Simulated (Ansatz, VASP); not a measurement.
**Two plane-wave programs on O**

INCAR

```
  PREC = Accurate
  ENCUT = 520
  EDIFF = 1E-7
  ISMEAR = -1
  SIGMA = 0.05
  LREAL = False
  LASPH = True
  NELM = 100
  ALGO = Normal
  ISIF = 2
  LWAVE = False
  LCHARG = False
  GGA = PE
  NBANDS = 13
```

Contents of KPOINTS:

```
Automatic mesh
0
Gamma
  12 12 12
```

Contents of POSCAR:

```
O
1.0
    0.0000000000      1.8898850000      3.8988370000
    1.5017730000      0.0000000000      3.8988370000
    1.5017730000      1.8898850000      0.0000000000
O
2
Direct
    0.5890700000      0.5803690000      0.3923690000
    0.4313240000      0.4033330000      0.5824200000
```

File input.yaml:

```yaml
crystal:
  lattice:
    - [0.0, 1.889885, 3.898837]
    - [1.501773, 0.0, 3.898837]
    - [1.501773, 1.889885, 0.0]
  atoms:
    - { symbol: O, position: [0.58907, 0.580369, 0.392369] }
    - { symbol: O, position: [0.431324, 0.403333, 0.58242] }
hamiltonian:
  xc: pbe
  pseudopotentials: { kind: paw }
kpoints:
  mp_grid: { grid: [12, 12, 12] }
scf:
  occupations: { method: fermi_dirac, width: 0.05 }
output:
  forces: true
  stress: true
  eigenvalues: true
  write_density: true
  write_potential: true
  elf: true
  volumetric_format: npy
```

Change from the starting cell: atoms moved at random, drawn with an rms of 0.05 Å.

Alike in both runs: task single point; functional PBE; k mesh 12 × 12 × 12; occupations fermi-dirac, width 0.05 eV; no spin polarisation.

```csv
,VASP,Ansatz
version,VASP 6.6.1,Ansatz 0.2.0
potentials or method,"VASP PAW PBE potentials, release 64 (O)",Ansatz PAW
plane-wave cutoff (eV),520,420
valence electrons in the cell,12,12
```

```csv
,VASP,Ansatz,Ansatz less VASP
gap on the k mesh at the Fermi level (eV),none,none,-
pressure (GPa),-11.6,-13.1,-1.47
"traceless stress, the component that is largest in VASP (GPa)",-26.00,-29.57,-3.570
rms of the force components (eV/Å),2.463,2.795,+0.3312
```

Atom by atom the forces differ by 0.332 eV/Å (rms over components). A gap of «none» marks a metal or a gap that the smearing closes. The functional is the same, so the differences come from potentials, cutoffs and numerics.

Noted on VASP's run: spin is off for a triplet molecule. Noted on Ansatz's run: Pulay correction over one GPa; spin is off for a triplet molecule.
